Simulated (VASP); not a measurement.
Wanted: the native input for a VASP 6.6.1 run.

- Task: single point
- Functional: PBE
- Potentials or basis: VASP PAW PBE potentials, release 64 (Si)
- Cutoff: 520 eV
- k mesh: 11 × 11 × 6
- Occupations: fermi-dirac, width 0.05 eV
- Spin: no spin polarisation
- Dipole correction: no
- Further INCAR settings: ALGO = Normal; EDIFF = 1e-06; NBANDS = 11

The structure of Si lies in POSCAR:

```
Si
1.0
    2.7188278878      0.0000000000      0.0000000000
   -1.3594139439      2.3545740193      0.0000000000
    0.0000000000      0.0000000000      4.4821555947
Si
2
Direct
    0.3333333333      0.6666666667      0.2500000000
    0.6666666667      0.3333333333      0.7500000000
```

The input as run:

INCAR

```
SYSTEM = Si
  PREC = Accurate
  ENCUT = 520
  EDIFF = 1E-6
  ISMEAR = -1
  SIGMA = 0.05
  LREAL = .FALSE.
  LASPH = .TRUE.
  NELM = 100
  ALGO = Normal
  ISIF = 2
  LWAVE = .FALSE.
  LCHARG = .FALSE.
  GGA = PE
  NBANDS = 11
```

KPOINTS

```
regular mesh
0
G
  11 11 6
  0 0 0
```

Potentials or basis: VASP PAW PBE potentials, release 64 (Si).

Command:

```bash
$ cat potpaw_PBE.64/Si/POTCAR > POTCAR
$ mpirun -np 1 vasp_std > vasp.out
```

It gave:

```json
{
 "Pressure": "-0.1 GPa",
 "Band gap on the k mesh": "zero (band 4 reaches 18.62 eV, above the bottom of band 5 at 6.92 eV)"
}
```

It took 7.6 s on 1 thread of Intel(R) Xeon(R) Platinum 8488C (Sapphire Rapids) (shared host), peak memory 0.14 GiB.
